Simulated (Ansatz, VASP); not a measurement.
# Two plane-wave programs on Ti

```
Ti
1.0
     2.88668    0.00000    0.00000
    -1.44334    2.49994    0.00000
     0.00000    0.00000    4.57407
Ti
2
Direct
  0.33333 0.66667 0.25000
  0.66667 0.33333 0.75000
```

Alike in both runs: functional PBE; dispersion D3(BJ); k mesh 18 × 18 × 10; occupations gaussian, width 0.1 eV; no spin polarisation.

Ansatz relaxed the structure, and its values are those at the end. VASP's run is a single point on that final structure, the one shown.

|  | VASP | Ansatz |
| --- | --- | --- |
| version | VASP 6.6.1 | Ansatz 0.2.0 |
| potentials or method | VASP PAW PBE potentials, release 64 (Ti_sv), cutoff 520 eV | scalar-relativistic, plane waves, PAW |
| valence electrons in the cell | 24 | 24 |

Ansatz gave:

```
gap on the k mesh at the Fermi level (eV) : none
pressure (GPa)                            : 0.0
```

Problem. What did VASP give for the same quantities?

Solution. gap on the k mesh at the Fermi level (eV): none; pressure (GPa): -0.5.

A gap of «none» marks a metal or a gap that the smearing closes.
